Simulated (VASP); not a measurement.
Write the native input for VASP 6.6.1 that does the following.

- Task: single point
- Functional: PBE
- Potentials or basis: VASP PAW PBE potentials, release 64 (Al, H)
- Cutoff: 520 eV
- k mesh: 16 × 16 × 18
- Occupations: gaussian, width 0.1 eV
- Spin: no spin polarisation
- Dipole correction: no
- Further INCAR settings: ALGO = Normal; EDIFF = 1e-07; NBANDS = 10

The structure of AlH2 lies in POSCAR:

```
AlH2
1.0
    1.9071760041     -2.5788106408      0.0000000000
    1.9071760041      2.5788106408      0.0000000000
    0.0000000000      0.0000000000      2.7186784276
Al H
1 2
Direct
    0.5000000000      0.5000000000      0.5000000000
    0.8511611077      0.1488388923      0.5000000000
    0.1488388923      0.8511611077      0.5000000000
```

The cell was generated, and may not be a known phase.

These files were run (other wordings do the same):

INCAR

```
PREC     = Accurate       # precision mode
ENCUT    = 520            # plane-wave cutoff, eV
EDIFF    = 1E-7           # SCF threshold, eV
ISMEAR   = 0              # smearing method
SIGMA    = 0.1            # smearing width, eV
LREAL    = False          # projectors in reciprocal space
LASPH    = True           # aspherical terms in the spheres
NELM     = 100            # most SCF steps
ALGO     = Normal         # electronic algorithm
ISIF     = 2              # what is computed and relaxed
LWAVE    = False          # write WAVECAR
LCHARG   = False          # write CHGCAR
GGA      = PE             # functional
NBANDS   = 10             # bands
```

KPOINTS

```
regular mesh
0
Gamma
  16 16 18
```

Potentials or basis: VASP PAW PBE potentials, release 64 (Al, H).

Launch:

```sh
$ cat potpaw_PBE.64/Al/POTCAR potpaw_PBE.64/H/POTCAR > POTCAR
$ mpirun -np 1 vasp_std > vasp.out
```

It gave:

The pressure is -0.2 GPa and the band gap on the k mesh is zero (an odd number of electrons rules out a gap without spin polarisation).

Caveat: an odd number of electrons without spin polarisation forces a metal; a magnetic or distorted state may lie lower.

Wall time 2 min on 1 thread of AMD EPYC 7R43 64-Core Processor (Zen 3), on a shared host, peak memory 0.24 GiB.
